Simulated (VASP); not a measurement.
# AlH4 (I4/mmm) in VASP: relaxation of cell and atoms with PBE

Aim: the relaxation of cell and atoms of AlH4 with PBE.

All numbers are computed with VASP 6.6.1; they aren't measurements. Logs are shortened: lines on timing, memory, paths and dates and some standing lists are left out, and cuts for length are marked.

## Step 1: The cell of the first run

The structure is tetragonal, space group I4/mmm (No. 139). The conventional cell has a = 3.466 Å, b = 3.466 Å, c = 6.786 Å, α = 90.00°, β = 90.00°, γ = 90.00°. Within 2.1 Å of Al (site symmetry 4/mmm) lie 6 H at 1.61 to 1.73 Å. H (site symmetry 4mm) has 1 Al at 1.61 Å within 2.1 Å. Within 2.5 Å of H (site symmetry mmm) lie 2 Al at 1.73 Å and 12 H at 2.36 to 2.49 Å.

The cell was generated, and may not be a known phase.

## Step 2: Relaxation of cell and atoms, PBE

The input, INCAR:

```
SYSTEM = AlH4
PREC     = Accurate       ! precision mode
ENCUT    = 1230           ! plane-wave cutoff, eV
EDIFF    = 1E-7           ! SCF threshold, eV
ISMEAR   = 0              ! smearing method
SIGMA    = 0.1            ! smearing width, eV
LREAL    = .FALSE.        ! projectors in reciprocal space
LASPH    = .TRUE.         ! aspherical terms in the spheres
NELM     = 120            ! most SCF steps
ALGO     = Normal         ! electronic algorithm
ISIF     = 3              ! what is computed and relaxed
LWAVE    = .FALSE.        ! write WAVECAR
LCHARG   = .FALSE.        ! write CHGCAR
GGA      = PE             ! functional
IBRION   = 2              ! ionic algorithm
NSW      = 90             ! ionic steps
EDIFFG   = -0.04          ! ionic threshold
GGA_COMPAT= .FALSE.      
NELMIN   = 4
```

The input, KPOINTS:

```
Automatic mesh
0
G
  8 8 8
  0 0 0
```

The input, POSCAR:

```
AlH4
1.0
   -1.7329261700      1.7329261700      3.3931119900
    1.7329261700     -1.7329261700      3.3931119900
    1.7329261700      1.7329261700     -3.3931119900
Al H
1 4
Direct
    0.0000000000      0.0000000000      0.0000000000
    0.2370000000      0.2370000000      0.0000000000
    0.7630000000      0.7630000000      0.0000000000
    0.5000000000      0.0000000000      0.5000000000
    0.0000000000      0.5000000000      0.5000000000
```

Potentials or basis: VASP PAW PBE potentials, release 64 (Al, H_h).

Started as:

```console
$ cat potpaw_PBE.64/Al/POTCAR potpaw_PBE.64/H_h/POTCAR > POTCAR
$ mpirun -np 1 vasp_std > vasp.out
```

OUTCAR:

```text
SYSTEM = AlH4
   PREC = Accurate
   ENCUT = 1230
   EDIFF = 1E-7
   ISMEAR = 0
   LREAL = .FALSE.
   LASPH = .TRUE.
   NELM = 120
   ISIF = 3
   GGA = PE
   IBRION = 2
   NSW = 90
   EDIFFG = -0.04
   NELMIN = 4

 ion  position               nearest neighbor table
   1  0.000  0.000  0.000-   2 1.61   3 1.61   4 1.73   5 1.73   5 1.73   4 1.73
   2  0.237  0.237  0.000-   1 1.61
   3  0.763  0.763  0.000-   1 1.61
   4  0.500  0.000  0.500-   1 1.73   1 1.73
   5  0.000  0.500  0.500-   1 1.73   1 1.73

  LATTYP: Found a body centered tetragonal cell.
 ALAT       =     3.4658523400
 C/A-ratio  =     1.9580245533

  Lattice vectors:

 A1 = (  -1.7329261700,   1.7329261700,   3.3931119900)
 A2 = (   1.7329261700,  -1.7329261700,   3.3931119900)
 A3 = (   1.7329261700,   1.7329261700,  -3.3931119900)

Analysis of symmetry for initial positions (statically):
=====================================================================
 Subroutine PRICEL returns:
 Original cell was already a primitive cell.

 Routine SETGRP: Setting up the symmetry group for a
 body centered tetragonal supercell.

 Subroutine GETGRP returns: Found 16 space group operations
 (whereof 16 operations were pure point group operations)
 out of a pool of 16 trial point group operations.

The static configuration has the point symmetry D_4h.

Analysis of symmetry for dynamics (positions and initial velocities):
=====================================================================
 Subroutine PRICEL returns:
 Original cell was already a primitive cell.

 Routine SETGRP: Setting up the symmetry group for a
 body centered tetragonal supercell.

 Subroutine GETGRP returns: Found 16 space group operations
 (whereof 16 operations were pure point group operations)
 out of a pool of 16 trial point group operations.

The dynamic configuration has the point symmetry D_4h.

 Subroutine INISYM returns: Found 16 space group operations
 (whereof 16 operations are pure point group operations),
 and found     1 'primitive' translations

----------------------------------------------------------------------------------------

                                     Primitive cell

  volume of cell :      40.7585

  direct lattice vectors                    reciprocal lattice vectors
    -1.732926170  1.732926170  3.393111990     0.000000000  0.288529315  0.147357353
     1.732926170 -1.732926170  3.393111990     0.288529315  0.000000000  0.147357353
     1.732926170  1.732926170 -3.393111990     0.288529315  0.288529315  0.000000000

  length of vectors
     4.185603325  4.185603325  4.185603325     0.323980485  0.323980485  0.408042070

  position of ions in fractional coordinates (direct lattice)
     0.000000000  0.000000000  0.000000000
     0.237000000  0.237000000  0.000000000
     0.763000000  0.763000000  0.000000000
     0.500000000  0.000000000  0.500000000
     0.000000000  0.500000000  0.500000000

  ion indices of the primitive-cell ions
   primitive index   ion index
                 1           1
                 2           2
                 3           3
                 4           4
                 5           5

----------------------------------------------------------------------------------------

 KPOINTS: Automatic mesh

Automatic generation of k-mesh.
 Grid dimensions read from file:
 generate k-points for:    8    8    8

 Generating k-lattice:

  Cartesian coordinates                     Fractional coordinates (reciprocal lattice)
     0.000000000  0.036066164  0.018419669     0.125000000  0.000000000 -0.000000000
     0.036066164  0.000000000  0.018419669     0.000000000  0.125000000 -0.000000000
     0.036066164  0.036066164  0.000000000     0.000000000  0.000000000  0.125000000

  Length of vectors
     0.040497561  0.040497561  0.051005259

  Shift w.r.t. Gamma in fractional coordinates (k-lattice)
     0.000000000  0.000000000  0.000000000

 Subroutine IBZKPT returns following result:
 ===========================================

 Found     59 irreducible k-points:

 Following reciprocal coordinates:
            Coordinates               Weight
  0.000000  0.000000  0.000000      1.000000
  0.125000  0.000000 -0.000000      8.000000
  0.250000  0.000000 -0.000000      8.000000
  0.375000  0.000000  0.000000      8.000000
  0.500000  0.000000 -0.000000      4.000000
  0.125000  0.125000 -0.000000      8.000000
[... 16 lines left out ...]
  0.250000  0.125000  0.125000     16.000000
  0.375000  0.125000  0.125000      8.000000
 [... further k-points ...]
   k-points           NKPTS =     59   k-points in BZ     NKDIM =     59   number of bands    NBANDS=      7
   number of dos      NEDOS =    301   number of ions     NIONS =      5
   total plane-waves  NPLWV = 110592
   dimension x,y,z NGX =    48 NGY =   48 NGZ =   48
   dimension x,y,z NGXF=    96 NGYF=   96 NGZF=   96
   ions per type =               1   4
   NGX,Y,Z   is equivalent  to a cutoff of  19.06, 19.06, 19.06 a.u.
   NGXF,Y,Z  is equivalent  to a cutoff of  38.13, 38.13, 38.13 a.u.
 SYSTEM =  AlH4
   PREC   = accura    normal or accurate (medium, high low for compatibility)
   ISTART =      0    job   : 0-new  1-cont  2-samecut
   ICHARG =      2    charge: 1-file 2-atom 10-const
   ISPIN  =      1    spin polarized calculation?
   LNONCOLLINEAR =      F non collinear calculations
   LSORBIT =      F    spin-orbit coupling
   LASPH  =      T    aspherical Exc in radial PAW
   ENCUT  = 1230.0 eV  90.40 Ry    9.51 a.u.  11.97 11.97 11.97*2*pi/ulx,y,z
   NELM   =    120;   NELMIN=  4; NELMDL= -5     # of ELM steps
   EDIFF  = 0.1E-06   stopping-criterion for ELM
   LREAL  =      F    real-space projection
   EDIFFG = -.4E-01   stopping-criterion for IOM
   NSW    =     90    number of steps for IOM
   IBRION =      2    ionic relax: 0-MD 1-quasi-New 2-CG
   NFREE  =      1    steps in history (QN), initial steepest desc. (CG)
   ISIF   =      3    stress and relaxation
   ISYM   =      2    0-nonsym 1-usesym 2-fastsym
   POTIM  = 0.5000    time-step for ionic-motion
   TEBEG  =    0.0;   TEEND  =   0.0 temperature during run
   PSTRESS=    0.0 pullay stress
   NELECT =       7.0000    total number of electrons
   NUPDOWN=      -1.0000    fix difference up-down
   EMIN   =  10.00;   EMAX   =-10.00  energy-range for DOS
   EFERMI =   0.00;   METHOD = LEGACY
   ISMEAR =     0;   SIGMA  =   0.10  broadening in eV -4-tet -1-fermi 0-gaus
   EFERMI_NEDOS =   21; number of points for ismear=-14 and -15
   IALGO  =     38    algorithm
   IMIX   =      4    mixing-type and parameters
     AMIX     =   0.40;   BMIX     =  1.00
     AMIX_MAG =   1.60;   BMIX_MAG =  1.00
  volume/ion in A,a.u.               =       8.15        55.01
  Fermi-wavevector in a.u.,A,eV,Ry     =   0.909986  1.719624 11.266639  0.828075
  Thomas-Fermi vector in A             =   2.034095
   LORBIT       =      0    0 simple, 1 ext, 2 COOP (PROOUT), +10 PAW based schemes
   GGA     = PE    functional components
   LHFCALC =     F    Hartree Fock is set to
   AEXX    =    0.0000 exact exchange contribution
   IVDW    =     0    specifies the selected vdW correction
   LEPSILON=     F    determine dielectric tensor
   LRPA    =     F    only Hartree local field effects (RPA)
 conjugate gradient relaxation of ions
 non-spin polarized calculation
 Gauss-broadening in eV      SIGMA  =   0.10
  energy-cutoff  :     1230.00
  volume of cell :       40.76
 maximum number of plane-waves:      4020
   NGX = 23   NGY = 23   NGZ = 23

--------------------------------------- Ionic step        1  -------------------------------------------

 number of electron       7.0000000 magnetization

 Free energy of the ion-electron system (eV)
  ---------------------------------------------------
  ext. energy  EPLUGINS =         0.00000000
  ---------------------------------------------------
  free energy    TOTEN  =       -14.83007693 eV

  energy without entropy =      -14.82153675  energy(sigma->0) =      -14.82580684

------------------------ aborting loop because EDIFF is reached ----------------------------------------

  FORCE on cell =-STRESS in cart. coord.  units (eV):
  Direction    XX          YY          ZZ          XY          YZ          ZX
  --------------------------------------------------------------------------------------
  -------------------------------------------------------------------------------------
  Total        0.7356120      0.7356120      2.0469244      0.0000000      0.0000000      0.0000000
  in kB       28.9161914     28.9161914     80.4626052      0.0000000      0.0000000      0.0000000
  external PRESSURE =      46.0983293 kB  Pullay stress =       0.0000000 kB
[... 141 lines left out ...]
  energy  without entropy=      -14.8639478576  energy(sigma->0) =      -14.86852187

--------------------------------------- Ionic step        5  -------------------------------------------

 number of electron       7.0000000 magnetization

 E-fermi :   0.0336     XC(G=0):  -8.5149

 val. band max:       -0.0010759458   @ k =  -0.3750  -0.3750   0.2500
 cond. band min:       0.0549072936   @ k =   0.5000   0.1250  -0.0000
 fundamental gap:      0.0559832395
 Fermi energy:         0.0336054289

 k-point     1 :       0.0000    0.0000    0.0000
  band No.  band energies     occupation
      1      -8.2890      2.00000
      2       0.1082      0.29159
      3       0.4202      0.00000
      4       0.4801      0.00000
      5       6.7602      0.00000
      6       6.7602      0.00000
      7       7.4188      0.00000
[... 221 lines left out ...]
 k-point    24 :       0.3750    0.1250    0.1250
  band No.  band energies     occupation
      1      -4.9526      2.00000
      2      -3.8477      2.00000
      3      -1.2460      2.00000
      4      -0.7636      2.00000
      5       4.8302      0.00000
      6       6.7345      0.00000
      7       9.0793      0.00000

 [... further k-points ...]

------------------------ aborting loop because EDIFF is reached ----------------------------------------

  FORCE on cell =-STRESS in cart. coord.  units (eV):
  Direction    XX          YY          ZZ          XY          YZ          ZX
  --------------------------------------------------------------------------------------
  -------------------------------------------------------------------------------------
  Total       -0.0166674     -0.0166674      0.0857160      0.0000000     -0.0000000      0.0000000
  in kB       -0.6205956     -0.6205956      3.1915535      0.0000000     -0.0000000      0.0000000
  external PRESSURE =       0.6501208 kB  Pullay stress =       0.0000000 kB
[... 63 lines left out ...]
  energy  without entropy=      -14.8653355797  energy(sigma->0) =      -14.86967086

--------------------------------------- Ionic step        7  -------------------------------------------

 number of electron       7.0000000 magnetization

 Free energy of the ion-electron system (eV)
  ---------------------------------------------------
  ext. energy  EPLUGINS =         0.00000000
  ---------------------------------------------------
  free energy    TOTEN  =       -14.87502081 eV

  energy without entropy =      -14.86599468  energy(sigma->0) =      -14.87050775

 E-fermi :  -0.0238     XC(G=0):  -8.4810

 val. band max:       -0.0548043155   @ k =   0.3750   0.1250  -0.0000
 cond. band min:      -0.0134772166   @ k =  -0.1250   0.1250   0.0000
 fundamental gap:      0.0413270989
 Fermi energy:        -0.0238007217

 k-point     1 :       0.0000    0.0000    0.0000
  band No.  band energies     occupation
      1      -8.2917      2.00000
      2       0.0560      0.25935
      3       0.3217      0.00000
      4       0.4382      0.00000
      5       6.6679      0.00000
      6       6.6679      0.00000
      7       7.4142      0.00000
[... 221 lines left out ...]
 k-point    24 :       0.3750    0.1250    0.1250
  band No.  band energies     occupation
      1      -4.9916      2.00000
      2      -3.8666      2.00000
      3      -1.3072      2.00000
      4      -0.8171      2.00000
      5       4.7738      0.00000
      6       6.6901      0.00000
      7       9.0025      0.00000

 [... further k-points ...]

------------------------ aborting loop because EDIFF is reached ----------------------------------------

  FORCE on cell =-STRESS in cart. coord.  units (eV):
  Direction    XX          YY          ZZ          XY          YZ          ZX
  --------------------------------------------------------------------------------------
  -------------------------------------------------------------------------------------
  Total       -0.1017418     -0.1017418      0.1054216      0.0000000      0.0000000      0.0000000
  in kB       -3.7562053     -3.7562053      3.8920607      0.0000000      0.0000000      0.0000000
  external PRESSURE =      -1.2067833 kB  Pullay stress =       0.0000000 kB
[... 20 lines left out ...]
  FREE ENERGIE OF THE ION-ELECTRON SYSTEM (eV)
  ---------------------------------------------------
  free  energy   TOTEN  =       -14.8750208093 eV

  energy  without entropy=      -14.8659946834  energy(sigma->0) =      -14.87050775

 reached required accuracy - stopping structural energy minimisation
```

Wall time 5 min (1 thread of Intel Xeon Platinum 8259CL at 2.50GHz (Skylake/Cascade Lake), shared host); peak memory 0.37 GiB.

What came out:

- Free energy: -14.8750 eV
- Relaxed volume: 8.68 Å³/atom
- Relaxed cell: a = 4.288 Å, b = 4.288 Å, c = 4.288 Å, α = 131.42°, β = 131.42°, γ = 71.14°
- Space group after relaxing (to 0.1 Å): I4/mmm (No. 139)
- Energy gained by relaxing: 9.0 meV/atom
- Ionic steps: 7
- Pressure after relaxing: -0.1 GPa
- Largest force after relaxing: 0.039 eV/Å
- Band gap on the k mesh: zero (an odd number of electrons rules out a gap without spin polarisation)

Forces on the atoms (eV/Å):
```
Al   0.000  0.000  0.000
H    0.000  0.000 -0.039
H    0.000  0.000  0.039
H    0.000  0.000  0.000
H    0.000  0.000  0.000
```

Step by step:
```
step  energy change (eV)  largest force (eV/Å)  pressure (GPa)  volume (Å³)
   1              0.0000                0.5213            4.61        40.76
   2             -0.0416                0.0020            0.92        42.16
   3             -0.0422                0.0665            0.44        42.36
   4             -0.0430                0.0620            0.35        42.52
   5             -0.0446                0.0487            0.07        43.03
   6             -0.0439                0.0188           -0.43        44.05
   7             -0.0449                0.0386           -0.12        43.40
```

Final structure:
```xyz
5
Lattice="-1.7637 1.7637 3.4876 1.7637 -1.7637 3.4876 1.7637 1.7637 -3.4876" Properties=species:S:1:pos:R:3 pbc="T T T"
Al    0.0000    0.0000    0.0000
H     0.0000    0.0000    1.6642
H     0.0000    0.0000    5.3111
H     0.0000    1.7637    0.0000
H     1.7637    0.0000    0.0000
```

Levels at points of the mesh, in eV from the Fermi level:
```csv
k point,band 1,band 2,band 3,band 4,band 5,band 6
"(0.00, 0.00, 0.00)",-8.27,0.08,0.35,0.46,6.69,6.69
"(0.50, 0.00, 0.00)",-5.62,-4.30,-1.14,0.17,6.95,7.26
"(0.50, 0.50, 0.00)",-3.38,-3.26,-2.76,-1.52,3.71,5.56
"(0.50, 0.50, 0.50)",-6.49,-4.38,-0.25,0.61,5.33,5.33
```

Caveat: an odd number of electrons without spin polarisation forces a metal; a magnetic or distorted state may lie lower.

The gap in the log of VASP goes by the Fermi energy; the results here count the filled bands.